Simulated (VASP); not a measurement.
# In2Sb (P4/nmm) in VASP: notebook

Runs on In2Sb. Level: r2SCAN. Tasks: single point.

All numbers are computed with VASP 6.6.1; they aren't measurements. Logs are shortened: lines on timing, memory, paths and dates and some standing lists are left out, and cuts for length are marked.

### 1 The cell of the first run

Symmetry: P4/nmm, No. 129, tetragonal system. Conventional cell: a = 4.319 Å, b = 4.319 Å, c = 9.064 Å, α = 90.00°, β = 90.00°, γ = 90.00°. Within 4.0 Å of In (site symmetry -4m2) lie 8 In at 3.05 to 3.94 Å and 4 Sb at 3.50 Å. Within 4.0 Å of In (site symmetry 4mm) lie 5 Sb at 3.02 to 3.10 Å and 8 In at 3.93 to 3.94 Å. Within 4.0 Å of Sb (site symmetry 4mm) lie 9 In at 3.02 to 3.50 Å.

### 2 Single point, r2SCAN

POSCAR

```
In2Sb
1.0
    4.3193463283      0.0000000000      0.0000000000
    0.0000000000      4.3193463283      0.0000000000
    0.0000000000      0.0000000000      9.0636272633
In Sb
4 2
Direct
    0.0000000000      0.0000000000      0.0000000000
    0.5000000000      0.5000000000      0.0000000000
    0.0000000000      0.5000000000      0.3632613175
    0.5000000000      0.0000000000      0.6367386825
    0.0000000000      0.5000000000      0.6967256497
    0.5000000000      0.0000000000      0.3032743503
```

INCAR.step1

```
SYSTEM = In2Sb
PREC = Accurate
ENCUT = 520
ISMEAR = 0
SIGMA = 0.1
LREAL = .False.
LASPH = .True.
NELM = 60
NBANDS = 40
GGA = PE
ALGO = Normal
EDIFF = 1E-4
LWAVE = .True.
LCHARG = .False.
```

INCAR.step2

```
SYSTEM = In2Sb
PREC = Accurate
ENCUT = 520
EDIFF = 1E-6
ISMEAR = 0
SIGMA = 0.1
LREAL = .False.
LASPH = .True.
NELM = 60
ALGO = Normal
ISIF = 2
LWAVE = .False.
LCHARG = .False.
METAGGA = R2SCAN
LMIXTAU = .True.
NBANDS = 40
ISTART = 1
```

KPOINTS

```
Automatic mesh
0
Gamma
  8 8 6
  0 0 0
```

Potentials or basis: VASP PAW PBE potentials, release 64 (In_d, Sb).

On the command line:

```sh
cat potpaw_PBE.64/In_d/POTCAR potpaw_PBE.64/Sb/POTCAR > POTCAR
cp INCAR.step1 INCAR
mpirun -np 1 vasp_std > vasp.out
cp INCAR.step2 INCAR
mpirun -np 1 vasp_std > vasp.out
```

OUTCAR:

```text
SYSTEM = In2Sb
   PREC = Accurate
   ENCUT = 520
   EDIFF = 1E-6
   ISMEAR = 0
   LREAL = .False.
   LASPH = .True.
   NELM = 60
   ISIF = 2
   METAGGA = R2SCAN
   ISTART = 1

 ion  position               nearest neighbor table
   1  0.000  0.000  0.000-   2 3.05   2 3.05   2 3.05   2 3.05   5 3.50   6 3.50   6 3.50   5 3.50
                             3 3.94   4 3.94   3 3.94   4 3.94
   2  0.500  0.500  0.000-   1 3.05   1 3.05   1 3.05   1 3.05   6 3.50   6 3.50   5 3.50   5 3.50
                             3 3.94   3 3.94   4 3.94   4 3.94
   3  0.000  0.500  0.363-   5 3.02   6 3.10   6 3.10   6 3.10   6 3.10   4 3.93   4 3.93   4 3.93
                             4 3.93   1 3.94   2 3.94   1 3.94   2 3.94
   4  0.500  0.000  0.637-   6 3.02   5 3.10   5 3.10   5 3.10   5 3.10   3 3.93   3 3.93   3 3.93
                             3 3.93   2 3.94   2 3.94   1 3.94   1 3.94
   5  0.000  0.500  0.697-   3 3.02   4 3.10   4 3.10   4 3.10   4 3.10   1 3.50   2 3.50   2 3.50
                             1 3.50
   6  0.500  0.000  0.303-   4 3.02   3 3.10   3 3.10   3 3.10   3 3.10   1 3.50   1 3.50   2 3.50
                             2 3.50

  LATTYP: Found a simple tetragonal cell.
 ALAT       =     4.3193463283
 C/A-ratio  =     2.0983793784

  Lattice vectors:

 A1 = (   4.3193463283,   0.0000000000,   0.0000000000)
 A2 = (   0.0000000000,   4.3193463283,   0.0000000000)
 A3 = (   0.0000000000,   0.0000000000,   9.0636272633)

Analysis of symmetry for initial positions (statically):
=====================================================================
 Subroutine PRICEL returns:
 Original cell was already a primitive cell.

 Routine SETGRP: Setting up the symmetry group for a
 simple tetragonal supercell.

 Subroutine GETGRP returns: Found 16 space group operations
 (whereof  8 operations were pure point group operations)
 out of a pool of 16 trial point group operations.

The static configuration has the point symmetry D_2d.
 The point group associated with its full space group is D_4h.

Analysis of symmetry for dynamics (positions and initial velocities):
=====================================================================
 Subroutine PRICEL returns:
 Original cell was already a primitive cell.

 Routine SETGRP: Setting up the symmetry group for a
 simple tetragonal supercell.

 Subroutine GETGRP returns: Found 16 space group operations
 (whereof  8 operations were pure point group operations)
 out of a pool of 16 trial point group operations.

The dynamic configuration has the point symmetry D_2d.
 The point group associated with its full space group is D_4h.

 Subroutine INISYM returns: Found 16 space group operations
 (whereof  8 operations are pure point group operations),
 and found     1 'primitive' translations

----------------------------------------------------------------------------------------

                                     Primitive cell

  volume of cell :     169.0979

  direct lattice vectors                    reciprocal lattice vectors
     4.319346328  0.000000000  0.000000000     0.231516513  0.000000000  0.000000000
     0.000000000  4.319346328  0.000000000     0.000000000  0.231516513  0.000000000
     0.000000000  0.000000000  9.063627263     0.000000000  0.000000000  0.110331104

  length of vectors
     4.319346328  4.319346328  9.063627263     0.231516513  0.231516513  0.110331104

  position of ions in fractional coordinates (direct lattice)
     0.000000000  0.000000000  0.000000000
     0.500000000  0.500000000  0.000000000
     0.000000000  0.500000000  0.363261317
     0.500000000  0.000000000  0.636738683
     0.000000000  0.500000000  0.696725650
     0.500000000  0.000000000  0.303274350

  ion indices of the primitive-cell ions
   primitive index   ion index
                 1           1
                 2           2
                 3           3
                 4           4
                 5           5
                 6           6

----------------------------------------------------------------------------------------

 KPOINTS: Automatic mesh

Automatic generation of k-mesh.
 Grid dimensions read from file:
 generate k-points for:    8    8    6

 Generating k-lattice:

  Cartesian coordinates                     Fractional coordinates (reciprocal lattice)
     0.028939564  0.000000000  0.000000000     0.125000000  0.000000000  0.000000000
     0.000000000  0.028939564  0.000000000     0.000000000  0.125000000  0.000000000
     0.000000000  0.000000000  0.018388517     0.000000000  0.000000000  0.166666667

  Length of vectors
     0.028939564  0.028939564  0.018388517

  Shift w.r.t. Gamma in fractional coordinates (k-lattice)
     0.000000000  0.000000000  0.000000000

 Subroutine IBZKPT returns following result:
 ===========================================

 Found     60 irreducible k-points:

 Following reciprocal coordinates:
            Coordinates               Weight
  0.000000  0.000000  0.000000      1.000000
  0.125000  0.000000  0.000000      4.000000
  0.250000  0.000000  0.000000      4.000000
  0.375000  0.000000  0.000000      4.000000
  0.500000  0.000000  0.000000      2.000000
  0.125000  0.125000  0.000000      4.000000
[... 16 lines left out ...]
  0.375000  0.125000  0.166667     16.000000
  0.500000  0.125000  0.166667      8.000000
 [... further k-points ...]
   k-points           NKPTS =     60   k-points in BZ     NKDIM =     60   number of bands    NBANDS=     40
   number of dos      NEDOS =    301   number of ions     NIONS =      6
   total plane-waves  NPLWV =  71680
   dimension x,y,z NGX =    32 NGY =   32 NGZ =   70
   dimension x,y,z NGXF=    64 NGYF=   64 NGZF=  140
   ions per type =               4   2
   NGX,Y,Z   is equivalent  to a cutoff of  12.32, 12.32, 12.84 a.u.
   NGXF,Y,Z  is equivalent  to a cutoff of  24.63, 24.63, 25.68 a.u.
 SYSTEM =  In2Sb
   PREC   = accura    normal or accurate (medium, high low for compatibility)
   ISTART =      1    job   : 0-new  1-cont  2-samecut
   ICHARG =      0    charge: 1-file 2-atom 10-const
   ISPIN  =      1    spin polarized calculation?
   LNONCOLLINEAR =      F non collinear calculations
   LSORBIT =      F    spin-orbit coupling
   LASPH  =      T    aspherical Exc in radial PAW
   ENCUT  =  520.0 eV  38.22 Ry    6.18 a.u.   8.03  8.03 16.85*2*pi/ulx,y,z
   NELM   =     60;   NELMIN=  2; NELMDL=  0     # of ELM steps
   EDIFF  = 0.1E-05   stopping-criterion for ELM
   LREAL  =      F    real-space projection
[... 7 lines left out ...]
   TEBEG  =    0.0;   TEEND  =   0.0 temperature during run
   PSTRESS=    0.0 pullay stress
   NELECT =      62.0000    total number of electrons
   NUPDOWN=      -1.0000    fix difference up-down
   EMIN   =  10.00;   EMAX   =-10.00  energy-range for DOS
   EFERMI =   0.00;   METHOD = LEGACY
   ISMEAR =     0;   SIGMA  =   0.10  broadening in eV -4-tet -1-fermi 0-gaus
   EFERMI_NEDOS =   21; number of points for ismear=-14 and -15
   IALGO  =     38    algorithm
   IMIX   =      4    mixing-type and parameters
     AMIX     =   0.40;   BMIX     =  1.00
     AMIX_MAG =   1.60;   BMIX_MAG =  1.00
  volume/ion in A,a.u.               =      28.18       190.19
  Fermi-wavevector in a.u.,A,eV,Ry     =   1.171726  2.214241 18.680004  1.372942
  Thomas-Fermi vector in A             =   2.308165
   LORBIT       =      0    0 simple, 1 ext, 2 COOP (PROOUT), +10 PAW based schemes
   METAGGA = R2SCAN    functional components
   LHFCALC =     F    Hartree Fock is set to
   AEXX    =    0.0000 exact exchange contribution
   IVDW    =     0    specifies the selected vdW correction
   LEPSILON=     F    determine dielectric tensor
   LRPA    =     F    only Hartree local field effects (RPA)
 non-spin polarized calculation
 Gauss-broadening in eV      SIGMA  =   0.10
  energy-cutoff  :      520.00
  volume of cell :      169.10
 maximum number of plane-waves:      4612
   NGX = 17   NGY = 17   NGZ = 33

 number of electron      61.9999981 magnetization

 Free energy of the ion-electron system (eV)
  ---------------------------------------------------
  ext. energy  EPLUGINS =         0.00000000
  ---------------------------------------------------
  free energy    TOTEN  =      -141.79519180 eV

  energy without entropy =     -141.78717032  energy(sigma->0) =     -141.79118106

 E-fermi :   7.0269     XC(G=0): -10.4889

 val. band max:        7.0151014458   @ k =   0.3750   0.2500   0.5000
 cond. band min:       7.0314046416   @ k =   0.2500   0.0000   0.1667
 fundamental gap:      0.0163031958
 Fermi energy:         7.0269461396

 k-point     1 :       0.0000    0.0000    0.0000
  band No.  band energies     occupation
      1      -8.7079      2.00000
      2      -8.4879      2.00000
      3      -8.4637      2.00000
      4      -8.3351      2.00000
      5      -8.3351      2.00000
      6      -8.3023      2.00000
[... 32 lines left out ...]
     39      13.2974      0.00000
     40      13.3006      0.00000

 k-point     2 :       0.1250    0.0000    0.0000
  band No.  band energies     occupation
      1      -8.6765      2.00000
      2      -8.4651      2.00000
      3      -8.4464      2.00000
      4      -8.3296      2.00000
      5      -8.3267      2.00000
      6      -8.2941      2.00000
[... 32 lines left out ...]
     39      12.4807      0.00000
     40      12.7784      0.00000

 k-point     3 :       0.2500    0.0000    0.0000
  band No.  band energies     occupation
      1      -8.5850      2.00000
      2      -8.4014      2.00000
      3      -8.3989      2.00000
      4      -8.3129      2.00000
      5      -8.3034      2.00000
      6      -8.2730      2.00000
[... 853 lines left out ...]
  band No.  band energies     occupation
      1      -8.4847      2.00000
      2      -8.3293      2.00000
      3      -8.2991      2.00000
      4      -8.2743      2.00000
      5      -8.2560      2.00000
      6      -8.2532      2.00000
[... 32 lines left out ...]
     39      11.9192      0.00000
     40      11.9761      0.00000

 k-point    24 :       0.5000    0.1250    0.1667
  band No.  band energies     occupation
      1      -8.3615      2.00000
      2      -8.3615      2.00000
      3      -8.2965      2.00000
      4      -8.2965      2.00000
      5      -8.2453      2.00000
      6      -8.2453      2.00000
[... 32 lines left out ...]
     39      11.8068      0.00000
     40      11.8068      0.00000

 [... further k-points ...]

------------------------ aborting loop because EDIFF is reached ----------------------------------------

  FORCE on cell =-STRESS in cart. coord.  units (eV):
  Direction    XX          YY          ZZ          XY          YZ          ZX
  --------------------------------------------------------------------------------------
  -------------------------------------------------------------------------------------
  Total        0.0868890      0.0868890      0.0467804      0.0000000      0.0000000      0.0000000
  in kB        0.8232605      0.8232605      0.4432370      0.0000000      0.0000000      0.0000000
  external PRESSURE =       0.6965860 kB  Pullay stress =       0.0000000 kB

 VOLUME and BASIS-vectors are now :
 -----------------------------------------------------------------------------
  energy-cutoff  :      520.00
  volume of cell :      169.10
      direct lattice vectors                 reciprocal lattice vectors
     4.319346328  0.000000000  0.000000000     0.231516513  0.000000000  0.000000000
     0.000000000  4.319346328  0.000000000     0.000000000  0.231516513  0.000000000
     0.000000000  0.000000000  9.063627263     0.000000000  0.000000000  0.110331104

 POSITION                                       TOTAL-FORCE (eV/Angst)
 -----------------------------------------------------------------------------------
      0.00000      0.00000      0.00000         0.000000     -0.000000      0.000000
      2.15967      2.15967      0.00000         0.000000      0.000000      0.000000
      0.00000      2.15967      3.29247         0.000000      0.000000     -0.006509
      2.15967      0.00000      5.77116        -0.000000      0.000000      0.006509
      0.00000      2.15967      6.31486        -0.000000      0.000000     -0.001071
      2.15967      0.00000      2.74877         0.000000      0.000000      0.001071
 -----------------------------------------------------------------------------------
    total drift:                                0.000000     -0.000000     -0.000000

  FREE ENERGIE OF THE ION-ELECTRON SYSTEM (eV)
  ---------------------------------------------------
  free  energy   TOTEN  =      -141.7951917950 eV

  energy  without entropy=     -141.7871703180  energy(sigma->0) =     -141.79118106
```

Run time: 9.4 min. Hardware: 1 thread of Intel Xeon 6975P-C (Granite Rapids), shared host; peak memory 0.49 GiB.

What came out:

```
Free energy            : -141.7952 eV
Pressure               : 0.1 GPa
Largest force          : 0.007 eV/Å
Band gap on the k mesh : zero (bands 31 and 32 overlap by 5.01 eV)
```

Forces on the atoms (eV/Å):
```
In   0.000  0.000  0.000
In   0.000  0.000  0.000
In   0.000  0.000 -0.007
In   0.000  0.000  0.007
Sb   0.000  0.000 -0.001
Sb   0.000  0.000  0.001
```

Caveat: the PAW data sets were made with another functional, which shifts forces and pressure a little; spin-orbit coupling is left out, which moves the levels of the heavy elements.

### 3 Single point, r2SCAN

This run uses another cell than the first one, of 27.04 Å³/atom.

POSCAR

```
In2Sb
1.0
    4.7374871530      0.0000000000      0.0000000000
    0.0000000000      4.7374871530      0.0000000000
    0.0000000000      0.0000000000      7.2284654932
In Sb
4 2
Direct
    0.0000000000      0.0000000000      0.0000000000
    0.5000000000      0.5000000000      0.0000000000
    0.0000000000      0.5000000000      0.2700000000
    0.5000000000      0.0000000000      0.7300000000
    0.0000000000      0.5000000000      0.7000000000
    0.5000000000      0.0000000000      0.3000000000
```

INCAR.step1 is that of step 2.

Edit INCAR.step2 of step 2 so:

```diff
@@ -12,5 +12,7 @@
 LWAVE = .False.
-LCHARG = .False.
+LCHARG = .True.
 METAGGA = R2SCAN
 LMIXTAU = .True.
+LELF = .True.
+LVHAR = .True.
 NBANDS = 40
```

KPOINTS

```
Automatic mesh
0
Gamma
  4 4 4
  0 0 0
```

Potentials or basis: VASP PAW PBE potentials, release 64 (In_d, Sb).

On the command line:

```sh
cat potpaw_PBE.64/In_d/POTCAR potpaw_PBE.64/Sb/POTCAR > POTCAR
cp INCAR.step1 INCAR
mpirun -np 1 vasp_std > vasp.out
cp INCAR.step2 INCAR
mpirun -np 1 vasp_std > vasp.out
```

Run time: 5.9 min. Hardware: 1 thread of Intel Xeon Platinum 8259CL at 2.50GHz (Skylake/Cascade Lake), shared host; peak memory 0.33 GiB.

The run converged. Its results:

```
Free energy            : -140.6982 eV
Pressure               : 3.6 GPa
Largest force          : 1.311 eV/Å
Band gap on the k mesh : zero (bands 31 and 32 overlap by 2.00 eV)
```

Forces on the atoms (eV/Å):
```
In   0.000  0.000  0.000
In   0.000  0.000  0.000
In   0.000  0.000  1.311
In   0.000  0.000 -1.311
Sb   0.000  0.000 -0.763
Sb   0.000  0.000  0.763
```

Stress tensor (GPa, compression positive):
```
3.16 0.00 0.00
0.00 3.16 0.00
0.00 0.00 4.43
```

Levels at points of the mesh, in eV from the Fermi level:
```
           k point  band 28  band 29  band 30  band 31  band 32  band 33  band 34  band 35
(0.00, 0.00, 0.00)    -2.39    -1.22    -1.22    -0.89     1.33     1.33     1.86     1.88
(0.50, 0.00, 0.00)    -1.65    -0.98    -0.98     0.77     0.77     1.17     1.17     1.73
(0.50, 0.50, 0.00)    -3.78    -3.69    -3.69    -1.23    -1.23     4.12     4.12     4.77
(0.00, 0.00, 0.50)    -2.37    -2.36    -2.19    -2.19     0.79     1.51     2.27     2.27
(0.50, 0.00, 0.50)    -1.83    -1.38    -1.38    -0.15    -0.15     0.30     0.30     0.86
(0.50, 0.50, 0.50)    -4.56    -0.71    -0.71    -0.14    -0.14     0.50     0.50     2.84
```

Caveat: the cell stands under pressure; the PAW data sets were made with another functional, which shifts forces and pressure a little; spin-orbit coupling is left out, which moves the levels of the heavy elements.

### 4 Single point, r2SCAN

This run uses another cell than the first one, of 28.07 Å³/atom.

POSCAR

```
In2Sb
1.0
    4.4344835811      0.0000000000      0.0000000000
    0.0000000000      4.4344835811      0.0000000000
    0.0000000000      0.0000000000      8.5653799293
In Sb
4 2
Direct
    0.0000000000      0.0000000000      0.0000000000
    0.5000000000      0.5000000000      0.0000000000
    0.0000000000      0.5000000000      0.3389630002
    0.5000000000      0.0000000000      0.6610369998
    0.0000000000      0.5000000000      0.6860869260
    0.5000000000      0.0000000000      0.3139130740
```

INCAR.step1

```
PREC = Accurate
ENCUT = 520
ISMEAR = 0
SIGMA = 0.1
LREAL = False
LASPH = True
NELM = 60
NBANDS = 40
GGA = PE
ALGO = Normal
EDIFF = 1E-4
LWAVE = True
LCHARG = False
```

INCAR.step2

```
PREC = Accurate
ENCUT = 520
EDIFF = 1E-7
ISMEAR = 0
SIGMA = 0.1
LREAL = False
LASPH = True
NELM = 60
ALGO = Normal
ISIF = 2
LWAVE = False
LCHARG = False
METAGGA = R2SCAN
LMIXTAU = True
NBANDS = 40
ISTART = 1
```

KPOINTS

```
Automatic mesh
0
Gamma
  4 4 4
```

On the command line:

```sh
cat potpaw_PBE.64/In_d/POTCAR potpaw_PBE.64/Sb/POTCAR > POTCAR
cp INCAR.step1 INCAR
mpirun -np 1 vasp_std > vasp.out
cp INCAR.step2 INCAR
mpirun -np 1 vasp_std > vasp.out
```

Wall time 13 min (1 thread of Intel Xeon Platinum 8259CL at 2.50GHz (Skylake/Cascade Lake), shared host); peak memory 0.36 GiB.

Results (log left out):

```
Free energy            : -141.6240 eV
Pressure               : 0.1 GPa
Largest force          : 0.032 eV/Å
Band gap on the k mesh : zero (bands 31 and 32 overlap by 4.39 eV)
```

Forces in eV/Å, atoms in the order of the input:
```
In   0.000  0.000  0.000
In   0.000  0.000  0.000
In   0.000  0.000  0.032
In   0.000  0.000 -0.032
Sb   0.000  0.000 -0.016
Sb   0.000  0.000  0.016
```

Stress tensor (GPa, compression positive):
```
 0.13  0.00  0.00
 0.00  0.13  0.00
 0.00  0.00 -0.10
```

Levels at points of the mesh, in eV from the Fermi level:
```tsv
k point	band 28	band 29	band 30	band 31	band 32	band 33	band 34	band 35
(0.00, 0.00, 0.00)	-1.05	-0.95	-0.95	-0.61	-0.39	0.64	0.64	1.31
(0.50, 0.00, 0.00)	-0.41	-0.22	-0.22	1.05	1.05	1.53	1.53	2.30
(0.50, 0.50, 0.00)	-3.47	-3.42	-3.42	-2.78	-2.78	1.61	1.61	3.35
(0.00, 0.00, 0.50)	-1.97	-1.72	-1.72	-0.60	0.75	1.27	1.27	2.68
(0.50, 0.00, 0.50)	-2.32	-0.32	-0.32	1.61	1.61	1.70	1.70	1.92
(0.50, 0.50, 0.50)	-4.42	-1.62	-1.62	-1.56	-1.56	-0.95	-0.95	1.80
```

Caveat: the PAW data sets were made with another functional, which shifts forces and pressure a little; spin-orbit coupling is left out, which moves the levels of the heavy elements.

### 5 Overview

```csv
cell,k mesh,gap on the mesh (eV),pressure (GPa),largest force (eV/Å)
"a = 4.319, b = 4.319, c = 9.064 Å, 6 atoms, atomic positions A",8 × 8 × 6,none,0.1,0.01
"a = 4.737, b = 4.737, c = 7.228 Å, 6 atoms, atomic positions B",4 × 4 × 4,none,3.6,1.31
"a = 4.434, b = 4.434, c = 8.565 Å, 6 atoms, atomic positions C",4 × 4 × 4,none,0.1,0.03
```

Alike in all rows: task single point; level r2SCAN; potentials or basis VASP PAW PBE potentials, release 64 (In_d, Sb); no spin polarisation; cutoff (eV) 520; smearing gaussian 0.1 eV.

Caveats: the PAW data sets were made with another functional, which shifts forces and pressure a little; spin-orbit coupling is left out, which moves the levels of the heavy elements; the cell stands under pressure (at least some runs).

Absolute energies hang on the potentials; compare differences alone.
